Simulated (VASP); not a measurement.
Write the native input for VASP 6.6.1 that does the following.

- Task: single point
- Functional: PBEsol
- Potentials or basis: VASP PAW PBE potentials, release 64 (Cd, S)
- Cutoff: 520 eV
- k mesh: 7 × 7 × 7
- Occupations: fermi-dirac, width 0.02 eV
- Spin: no spin polarisation
- Dipole correction: no
- Further INCAR settings: ALGO = Normal; EDIFF = 1e-06; NBANDS = 16

The structure of CdS lies in POSCAR:

```
CdS
1.0
    0.0000000000      2.9723829996      2.9429534649
    2.9723829996      0.0000000000      2.9429534649
    2.9723829996      2.9723829996      0.0000000000
Cd S
1 1
Direct
    0.0000000000      0.0000000000      0.0000000000
    0.7500000000      0.7500000000      0.7500000000
```

This cell differs from its parent crystal: equal xx and yy strain of +1 %.

These files were run (other wordings do the same):

INCAR

```
SYSTEM = CdS
PREC     = Accurate       ! precision mode
ENCUT    = 520            ! plane-wave cutoff, eV
EDIFF    = 1E-6           ! SCF threshold, eV
ISMEAR   = -1             ! smearing method
SIGMA    = 0.02           ! smearing width, eV
LREAL    = .False.        ! projectors in reciprocal space
LASPH    = .True.         ! aspherical terms in the spheres
NELM     = 100            ! most SCF steps
ALGO     = Normal         ! electronic algorithm
ISIF     = 2              ! what is computed and relaxed
LWAVE    = .False.        ! write WAVECAR
LCHARG   = .False.        ! write CHGCAR
GGA      = PS             ! functional
NBANDS   = 16             ! bands
```

KPOINTS

```
Automatic mesh
0
Gamma
  7 7 7
  0 0 0
```

Potentials or basis: VASP PAW PBE potentials, release 64 (Cd, S).

The run is started by

```console
$ cat potpaw_PBE.64/Cd/POTCAR potpaw_PBE.64/S/POTCAR > POTCAR
$ mpirun -np 1 vasp_std > vasp.out
```

Results of the run:

```
Pressure               : -2.5 GPa
Band gap on the k mesh : 0.89 eV, direct
```

Caveat: the cell differs from its parent crystal (equal xx and yy strain of +1 %); the PAW data sets were made with another functional, which shifts forces and pressure a little.

Run time: 21 s on 1 thread of AMD EPYC 9R45 96-Core Processor (Zen 5), on a shared host, peak memory 0.16 GiB.
